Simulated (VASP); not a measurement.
# Ti3O4 (Cmmm) in VASP: further runs

Ti3O4 is run at these levels: PBEsol; tasks: single point.

Program: VASP 6.6.1. These are calculated values, not measurements. Logs are shortened: lines on timing, memory, paths and dates and some standing lists are left out, and cuts for length are marked.

## 1. The cell of the first run

Symmetry: Cmmm, No. 65, orthorhombic system. The conventional cell has a = 6.117 Å, b = 8.061 Å, c = 2.969 Å, α = 90.00°, β = 90.00°, γ = 90.00°. Within 2.7 Å of Ti (site symmetry mmm) lie 6 O at 2.08 to 2.09 Å. Ti (site symmetry 2/m) has 6 O at 2.02 to 2.13 Å within 2.7 Å. O (site symmetry 2mm) has 4 Ti at 2.02 to 2.08 Å within 2.7 Å. Within 2.8 Å of O (site symmetry m2m) lie 5 Ti at 2.09 to 2.13 Å.

## 2. Single point, PBEsol (strain +0.0500 x Voigt [1, 0, 0, 0, 0, 0])

The input, INCAR:

```
SYSTEM = Ti3O4
ALGO     = Normal         ! electronic algorithm
EDIFF    = 1E-7           ! SCF threshold, eV
ENCUT    = 520            ! plane-wave cutoff, eV
GGA      = PS             ! functional
ISIF     = 2              ! what is computed and relaxed
ISMEAR   = 0              ! smearing method
LASPH    = .True.         ! aspherical terms in the spheres
LCHARG   = .False.        ! write CHGCAR
LREAL    = .False.        ! projectors in reciprocal space
LWAVE    = .False.        ! write WAVECAR
NBANDS   = 39             ! bands
NELM     = 60             ! most SCF steps
PREC     = Accurate       ! precision mode
SIGMA    = 0.15           ! smearing width, eV
```

The input, KPOINTS:

```
k-points
0
Gamma
  8 8 14
  0 0 0
```

The input, POSCAR:

```
Ti3O4
1.0
    3.0584570400     -4.0303540220      0.0000000000
    3.0584570400      4.0303540220      0.0000000000
    0.0000000000      0.0000000000      2.9690273773
Ti O
3 4
Direct
    0.0000000000      0.0000000000      0.5000000000
    0.5000000000      0.0000000000      0.0000000000
    0.0000000000      0.5000000000      0.0000000000
    0.7627833111      0.7627833111      0.0000000000
    0.2588765548      0.7411234452      0.5000000000
    0.2372166889      0.2372166889      0.0000000000
    0.7411234452      0.2588765548      0.5000000000
```

Potentials or basis: VASP PAW PBE potentials, release 64 (Ti_sv, O).

Command:

```bash
$ cat potpaw_PBE.64/Ti_sv/POTCAR potpaw_PBE.64/O/POTCAR > POTCAR
$ mpirun -np 1 vasp_std > vasp.out
```

OUTCAR:

```text
SYSTEM = Ti3O4
   EDIFF = 1E-7
   ENCUT = 520
   GGA = PS
   ISIF = 2
   ISMEAR = 0
   LASPH = .True.
   LREAL = .False.
   NELM = 60
   PREC = Accurate

 ion  position               nearest neighbor table
   1  0.000  0.000  0.500-   4 2.08   6 2.08   4 2.08   6 2.08   5 2.09   7 2.09
   2  0.500  0.000  0.000-   4 2.02   6 2.02   5 2.13   7 2.13   5 2.13   7 2.13
   3  0.000  0.500  0.000-   4 2.02   6 2.02   5 2.13   7 2.13   5 2.13   7 2.13
   4  0.763  0.763  0.000-   2 2.02   3 2.02   1 2.08   1 2.08
   5  0.259  0.741  0.500-   1 2.09   2 2.13   3 2.13   2 2.13   3 2.13
   6  0.237  0.237  0.000-   2 2.02   3 2.02   1 2.08   1 2.08
   7  0.741  0.259  0.500-   1 2.09   2 2.13   3 2.13   2 2.13   3 2.13

  LATTYP: Found a base centered orthorhombic cell.
 ALAT       =     6.1169140800
 B/A-ratio  =     1.3177736255
 C/A-ratio  =     0.4853799381

  Lattice vectors:

 A1 = (   3.0584570400,  -4.0303540220,   0.0000000000)
 A2 = (   3.0584570400,   4.0303540220,   0.0000000000)
 A3 = (   0.0000000000,   0.0000000000,   2.9690273773)

Analysis of symmetry for initial positions (statically):
=====================================================================
 Subroutine PRICEL returns:
 Original cell was already a primitive cell.

 Routine SETGRP: Setting up the symmetry group for a
 base centered orthorhombic supercell.

 Subroutine GETGRP returns: Found  8 space group operations
 (whereof  8 operations were pure point group operations)
 out of a pool of  8 trial point group operations.

The static configuration has the point symmetry D_2h.

Analysis of symmetry for dynamics (positions and initial velocities):
=====================================================================
 Subroutine PRICEL returns:
 Original cell was already a primitive cell.

 Routine SETGRP: Setting up the symmetry group for a
 base centered orthorhombic supercell.

 Subroutine GETGRP returns: Found  8 space group operations
 (whereof  8 operations were pure point group operations)
 out of a pool of  8 trial point group operations.

The dynamic configuration has the point symmetry D_2h.

 Subroutine INISYM returns: Found  8 space group operations
 (whereof  8 operations are pure point group operations),
 and found     1 'primitive' translations

----------------------------------------------------------------------------------------

                                     Primitive cell

  volume of cell :      73.1964

  direct lattice vectors                    reciprocal lattice vectors
     3.058457040 -4.030354022  0.000000000     0.163481126 -0.124058581  0.000000000
     3.058457040  4.030354022  0.000000000     0.163481126  0.124058581  0.000000000
     0.000000000  0.000000000  2.969027377     0.000000000  0.000000000  0.336810636

  length of vectors
     5.059438013  5.059438013  2.969027377     0.205223317  0.205223317  0.336810636

  position of ions in fractional coordinates (direct lattice)
     0.000000000  0.000000000  0.500000000
     0.500000000  1.000000000  0.000000000
     1.000000000  0.500000000  0.000000000
     0.762783311  0.762783311  0.000000000
     0.258876555  0.741123445  0.500000000
     0.237216689  0.237216689  0.000000000
     0.741123445  0.258876555  0.500000000

  ion indices of the primitive-cell ions
   primitive index   ion index
                 1           1
                 2           2
                 3           3
                 4           4
                 5           5
                 6           6
                 7           7

----------------------------------------------------------------------------------------

 KPOINTS: k-points

Automatic generation of k-mesh.
 Grid dimensions read from file:
 generate k-points for:    8    8   14

 Generating k-lattice:

  Cartesian coordinates                     Fractional coordinates (reciprocal lattice)
     0.020435141 -0.015507323  0.000000000     0.125000000 -0.000000000  0.000000000
     0.020435141  0.015507323  0.000000000    -0.000000000  0.125000000  0.000000000
     0.000000000  0.000000000  0.024057903     0.000000000  0.000000000  0.071428571

  Length of vectors
     0.025652915  0.025652915  0.024057903

  Shift w.r.t. Gamma in fractional coordinates (k-lattice)
     0.000000000  0.000000000  0.000000000

 Subroutine IBZKPT returns following result:
 ===========================================

 Found    168 irreducible k-points:

 Following reciprocal coordinates:
            Coordinates               Weight
  0.000000  0.000000  0.000000      1.000000
  0.125000  0.000000  0.000000      4.000000
  0.250000  0.000000  0.000000      4.000000
  0.375000  0.000000  0.000000      4.000000
  0.500000  0.000000  0.000000      2.000000
  0.125000  0.125000  0.000000      2.000000
[... 16 lines left out ...]
  0.125000  0.000000  0.071429      8.000000
  0.250000  0.000000  0.071429      8.000000
 [... further k-points ...]
   k-points           NKPTS =    168   k-points in BZ     NKDIM =    168   number of bands    NBANDS=     39
   number of dos      NEDOS =    301   number of ions     NIONS =      7
   total plane-waves  NPLWV =  38400
   dimension x,y,z NGX =    40 NGY =   40 NGZ =   24
   dimension x,y,z NGXF=    80 NGYF=   80 NGZF=   48
   ions per type =               3   4
   NGX,Y,Z   is equivalent  to a cutoff of  13.14, 13.14, 13.44 a.u.
   NGXF,Y,Z  is equivalent  to a cutoff of  26.29, 26.29, 26.88 a.u.
 SYSTEM =  Ti3O4
   PREC   = accura    normal or accurate (medium, high low for compatibility)
   ISTART =      0    job   : 0-new  1-cont  2-samecut
   ICHARG =      2    charge: 1-file 2-atom 10-const
   ISPIN  =      1    spin polarized calculation?
   LNONCOLLINEAR =      F non collinear calculations
   LSORBIT =      F    spin-orbit coupling
   LASPH  =      T    aspherical Exc in radial PAW
   ENCUT  =  520.0 eV  38.22 Ry    6.18 a.u.   9.41  9.41  5.52*2*pi/ulx,y,z
   NELM   =     60;   NELMIN=  2; NELMDL= -5     # of ELM steps
   EDIFF  = 0.1E-06   stopping-criterion for ELM
   LREAL  =      F    real-space projection
   EDIFFG = 0.1E-05   stopping-criterion for IOM
   NSW    =      0    number of steps for IOM
   IBRION =     -1    ionic relax: 0-MD 1-quasi-New 2-CG
   NFREE  =      0    steps in history (QN), initial steepest desc. (CG)
   ISIF   =      2    stress and relaxation
   ISYM   =      2    0-nonsym 1-usesym 2-fastsym
   POTIM  = 0.5000    time-step for ionic-motion
   TEBEG  =    0.0;   TEEND  =   0.0 temperature during run
   PSTRESS=    0.0 pullay stress
   NELECT =      60.0000    total number of electrons
   NUPDOWN=      -1.0000    fix difference up-down
   EMIN   =  10.00;   EMAX   =-10.00  energy-range for DOS
   EFERMI =   0.00;   METHOD = LEGACY
   ISMEAR =     0;   SIGMA  =   0.15  broadening in eV -4-tet -1-fermi 0-gaus
   EFERMI_NEDOS =   21; number of points for ismear=-14 and -15
   IALGO  =     38    algorithm
   IMIX   =      4    mixing-type and parameters
     AMIX     =   0.40;   BMIX     =  1.00
     AMIX_MAG =   1.60;   BMIX_MAG =  1.00
  volume/ion in A,a.u.               =      10.46        70.56
  Fermi-wavevector in a.u.,A,eV,Ry     =   1.532129  2.895304 31.938577  2.347419
  Thomas-Fermi vector in A             =   2.639378
   LORBIT       =      0    0 simple, 1 ext, 2 COOP (PROOUT), +10 PAW based schemes
   GGA     = PS    functional components
   LHFCALC =     F    Hartree Fock is set to
   AEXX    =    0.0000 exact exchange contribution
   IVDW    =     0    specifies the selected vdW correction
   LEPSILON=     F    determine dielectric tensor
   LRPA    =     F    only Hartree local field effects (RPA)
 non-spin polarized calculation
 Gauss-broadening in eV      SIGMA  =   0.15
  energy-cutoff  :      520.00
  volume of cell :       73.20
 maximum number of plane-waves:      1991
 NGX is ok and might be reduce to    40
   NGX = 19   NGY = 19   NGZ = 11

 number of electron      59.9999983 magnetization

 Free energy of the ion-electron system (eV)
  ---------------------------------------------------
  ext. energy  EPLUGINS =         0.00000000
  ---------------------------------------------------
  free energy    TOTEN  =       -65.78273297 eV

  energy without entropy =      -65.74073921  energy(sigma->0) =      -65.76173609

 E-fermi :   8.8619     XC(G=0): -12.1205

 val. band max:        8.8607828068   @ k =   0.3750   0.3750   0.2143
 cond. band min:       8.8641304743   @ k =  -0.1250   0.1250   0.2143
 fundamental gap:      0.0033476675
 Fermi energy:         8.8619454885

 k-point     1 :       0.0000    0.0000    0.0000
  band No.  band energies     occupation
      1     -49.0966      2.00000
      2     -49.0555      2.00000
      3     -48.7914      2.00000
      4     -25.8824      2.00000
      5     -25.7701      2.00000
      6     -25.4819      2.00000
[... 31 lines left out ...]
     38      10.9257      0.00000
     39      10.9329      0.00000

 k-point     2 :       0.1250    0.0000    0.0000
  band No.  band energies     occupation
      1     -49.0947      2.00000
      2     -49.0566      2.00000
      3     -48.7923      2.00000
      4     -25.8664      2.00000
      5     -25.7603      2.00000
      6     -25.4792      2.00000
[... 31 lines left out ...]
     38      10.8839      0.00000
     39      10.9011      0.00000

 k-point     3 :       0.2500    0.0000    0.0000
  band No.  band energies     occupation
      1     -49.0894      2.00000
      2     -49.0599      2.00000
      3     -48.7945      2.00000
      4     -25.8296      2.00000
      5     -25.7267      2.00000
      6     -25.4713      2.00000
[... 832 lines left out ...]
 k-point    23 :       0.1250    0.0000    0.0714
  band No.  band energies     occupation
      1     -49.0923      2.00000
      2     -49.0549      2.00000
      3     -48.7909      2.00000
      4     -25.8567      2.00000
      5     -25.7517      2.00000
      6     -25.4763      2.00000
[... 31 lines left out ...]
     38      10.7977      0.00000
     39      10.9048      0.00000

 k-point    24 :       0.2500    0.0000    0.0714
  band No.  band energies     occupation
      1     -49.0871      2.00000
      2     -49.0581      2.00000
      3     -48.7930      2.00000
      4     -25.8206      2.00000
      5     -25.7207      2.00000
      6     -25.4692      2.00000
[... 31 lines left out ...]
     38      10.8535      0.00000
     39      10.9306      0.00000

 [... further k-points ...]

------------------------ aborting loop because EDIFF is reached ----------------------------------------

  FORCE on cell =-STRESS in cart. coord.  units (eV):
  Direction    XX          YY          ZZ          XY          YZ          ZX
  --------------------------------------------------------------------------------------
  -------------------------------------------------------------------------------------
  Total       -6.5512446     -1.8664662     -4.0302493      0.0000000      0.0000000      0.0000000
  in kB     -143.3985033    -40.8545976    -88.2170882      0.0000000      0.0000000      0.0000000
  external PRESSURE =     -90.8233964 kB  Pullay stress =       0.0000000 kB

 VOLUME and BASIS-vectors are now :
 -----------------------------------------------------------------------------
  energy-cutoff  :      520.00
  volume of cell :       73.20
      direct lattice vectors                 reciprocal lattice vectors
     3.058457040 -4.030354022  0.000000000     0.163481126 -0.124058581  0.000000000
     3.058457040  4.030354022  0.000000000     0.163481126  0.124058581  0.000000000
     0.000000000  0.000000000  2.969027377     0.000000000  0.000000000  0.336810636

 POSITION                                       TOTAL-FORCE (eV/Angst)
 -----------------------------------------------------------------------------------
      0.00000      0.00000      1.48451         0.000000      0.000000      0.000000
      1.52923     -2.01518      0.00000         0.000000      0.000000      0.000000
      1.52923      2.01518      0.00000         0.000000      0.000000      0.000000
      4.66588      0.00000      0.00000         0.594411      0.000000      0.000000
      3.05846      1.94363      1.48451         0.000000      0.122832      0.000000
      1.45103      0.00000      0.00000        -0.594411      0.000000      0.000000
      3.05846     -1.94363      1.48451         0.000000     -0.122832      0.000000
 -----------------------------------------------------------------------------------
    total drift:                                0.000000     -0.000000      0.000000

  FREE ENERGIE OF THE ION-ELECTRON SYSTEM (eV)
  ---------------------------------------------------
  free  energy   TOTEN  =       -65.7827329733 eV

  energy  without entropy=      -65.7407392123  energy(sigma->0) =      -65.76173609
```

Run time: 6.1 min. Hardware: 1 thread of Intel Xeon 6975P-C (Granite Rapids), shared host; peak memory 0.44 GiB.

What came out:

* Free energy: -65.7827 eV
* Pressure: -9.1 GPa
* Largest force: 0.594 eV/Å
* Band gap on the k mesh: zero (bands 30 and 31 overlap by 1.07 eV)

Forces on the atoms (eV/Å):
```
Ti   0.000  0.000  0.000
Ti   0.000  0.000  0.000
Ti   0.000  0.000  0.000
O    0.594  0.000  0.000
O    0.000  0.123  0.000
O   -0.594  0.000  0.000
O    0.000 -0.123  0.000
```

Caveat: the cell differs from its parent crystal (strain +0.0500 x Voigt [1, 0, 0, 0, 0, 0]); the stress differs along the axes, from -14 to -4 GPa; the PAW data sets were made with another functional, which shifts forces and pressure a little; semilocal functionals often make such compounds metallic where correlation or magnetic order opens a gap, which also shifts bond lengths.

## 3. Single point, PBEsol (strain +0.0750 x Voigt [1, 0, 0, 0, 0, 0])

The input, INCAR:

```
PREC = Accurate
ENCUT = 520
EDIFF = 1E-7
ISMEAR = 0
SIGMA = 0.15
LREAL = F
LASPH = T
NELM = 60
ALGO = Normal
ISIF = 2
LWAVE = F
LCHARG = F
GGA = PS
NBANDS = 39
```

The input, KPOINTS:

```
regular mesh
0
Gamma
  8 8 14
```

POSCAR: that of step 2 with these lines changed.

```diff
@@ -2,4 +2,4 @@
 1.0
-    3.0584570400     -4.0303540220      0.0000000000
-    3.0584570400      4.0303540220      0.0000000000
+    3.1312774457     -4.0303540220      0.0000000000
+    3.1312774457      4.0303540220      0.0000000000
     0.0000000000      0.0000000000      2.9690273773
```

Potentials or basis: VASP PAW PBE potentials, release 64 (Ti_sv, O).

Command:

```bash
$ cat potpaw_PBE.64/Ti_sv/POTCAR potpaw_PBE.64/O/POTCAR > POTCAR
$ mpirun -np 1 vasp_std > vasp.out
```

OUTCAR:

```text
PREC = Accurate
   ENCUT = 520
   EDIFF = 1E-7
   ISMEAR = 0
   LREAL = F
   LASPH = T
   NELM = 60
   ISIF = 2
   GGA = PS

 ion  position               nearest neighbor table
   1  0.000  0.000  0.500-   5 2.09   7 2.09   6 2.10   4 2.10   4 2.10   6 2.10
   2  0.500  0.000  0.000-   4 2.02   6 2.02   5 2.16   7 2.16   5 2.16   7 2.16
   3  0.000  0.500  0.000-   4 2.02   6 2.02   5 2.16   7 2.16   5 2.16   7 2.16
   4  0.763  0.763  0.000-   2 2.02   3 2.02   1 2.10   1 2.10
   5  0.259  0.741  0.500-   1 2.09   2 2.16   3 2.16   2 2.16   3 2.16
   6  0.237  0.237  0.000-   2 2.02   3 2.02   1 2.10   1 2.10
   7  0.741  0.259  0.500-   1 2.09   2 2.16   3 2.16   2 2.16   3 2.16

[... 1219 lines left out ...]
  Total       -9.3876167     -2.9593422     -5.8853002      0.0000000      0.0000000      0.0000000
  in kB     -200.7044445    -63.2698531   -125.8259617      0.0000000      0.0000000      0.0000000
  external PRESSURE =    -129.9334197 kB  Pullay stress =       0.0000000 kB

 VOLUME and BASIS-vectors are now :
 -----------------------------------------------------------------------------
  energy-cutoff  :      520.00
  volume of cell :       74.94
      direct lattice vectors                 reciprocal lattice vectors
     3.131277446 -4.030354022  0.000000000     0.159679239 -0.124058581  0.000000000
     3.131277446  4.030354022  0.000000000     0.159679239  0.124058581  0.000000000
     0.000000000  0.000000000  2.969027377     0.000000000  0.000000000  0.336810636

 POSITION                                       TOTAL-FORCE (eV/Angst)
 -----------------------------------------------------------------------------------
      0.00000      0.00000      1.48451        -0.000000     -0.000000     -0.000000
      1.56564     -2.01518      0.00000        -0.000000     -0.000000     -0.000000
      1.56564      2.01518      0.00000        -0.000000     -0.000000     -0.000000
      4.77697      0.00000      0.00000         0.850950     -0.000000     -0.000000
      3.13128      1.94363      1.48451        -0.000000      0.198052      0.000000
      1.48558      0.00000      0.00000        -0.850950     -0.000000     -0.000000
      3.13128     -1.94363      1.48451        -0.000000     -0.198052     -0.000000
 -----------------------------------------------------------------------------------
    total drift:                                0.000000     -0.000000      0.000000

  FREE ENERGIE OF THE ION-ELECTRON SYSTEM (eV)
  ---------------------------------------------------
  free  energy   TOTEN  =       -65.5974431418 eV

  energy  without entropy=      -65.5535862146  energy(sigma->0) =      -65.57551468
```

stdout:

```text
POSCAR found type information on POSCAR TiO
 POSCAR found :  2 types and       7 ions
 scaLAPACK will be used
 -----------------------------------------------------------------------------
|                                                                             |
|                                                                             |
|     You enforced a specific xc type in the INCAR file but a different       |
|     I HOPE YOU KNOW WHAT YOU ARE DOING!                                     |
|                                                                             |
 -----------------------------------------------------------------------------

 LDA part: xc-table for (Slater+PW92), standard interpolation
 POSCAR, INCAR and KPOINTS ok, starting setup
 FFT: planning ... GRIDC
 FFT: planning ... GRID_SOFT
 FFT: planning ... GRID
 WAVECAR not read
 entering main loop
```

Run time: 3.8 min. Hardware: 1 thread of Intel Xeon 6975P-C (Granite Rapids), shared host; peak memory 0.46 GiB.

What came out:

- Free energy: -65.5974 eV
- Pressure: -13.0 GPa
- Largest force: 0.851 eV/Å
- Band gap on the k mesh: zero (bands 30 and 31 overlap by 0.96 eV)

Forces on the atoms (eV/Å):
```
Ti   0.000  0.000  0.000
Ti   0.000  0.000  0.000
Ti   0.000  0.000  0.000
O    0.851  0.000  0.000
O    0.000  0.198  0.000
O   -0.851  0.000  0.000
O    0.000 -0.198  0.000
```

Stress tensor (GPa, compression positive):
```
-20.07   0.00   0.00
  0.00  -6.33   0.00
  0.00   0.00 -12.58
```

Caveat: the cell differs from its parent crystal (strain +0.0750 x Voigt [1, 0, 0, 0, 0, 0]); the stress differs along the axes, from -20 to -6 GPa; the PAW data sets were made with another functional, which shifts forces and pressure a little; semilocal functionals often make such compounds metallic where correlation or magnetic order opens a gap, which also shifts bond lengths.

(Part 1 of 2 ends here.)
